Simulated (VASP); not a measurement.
The system is CuI.

```
CELL_PARAMETERS angstrom
4.02290 0.00000 0.00000
0.00000 4.02290 0.00000
0.00000 0.00000 5.65060
ATOMIC_POSITIONS crystal
Cu 0.00000 0.00000 0.00000
Cu 0.50000 0.50000 0.00000
I 0.00000 0.50000 0.29130
I 0.50000 0.00000 0.70870
```

Base run:

| Item | Value |
| --- | --- |
| Program | VASP 6.6.1 |
| Functional | BLYP |
| Potentials or basis | VASP PAW PBE potentials, release 64 (Cu, I) |
| Cutoff | 520 eV |
| k mesh | 4 × 4 × 4 |
| Occupations | gaussian, width 0.01 eV |
| Spin | no spin polarisation |

Its results: band gap on the k mesh 1.70 eV; pressure 12.0 GPa; largest force 0.495 eV/Å.

The run is repeated on the same cell with these changes: functional from BLYP to PBEsol. What comes out?

Band gap on the k mesh 1.45 eV; pressure 2.9 GPa; largest force 0.055 eV/Å.

PBEsol binds more tightly than BLYP, so the same cell stands under less pressure.

Caveats: the PAW data sets were made with another functional, which shifts forces and pressure a little; spin-orbit coupling is left out, which moves the levels of the heavy elements; the cell stands under pressure (at least some runs).

A k mesh can miss the band edges.
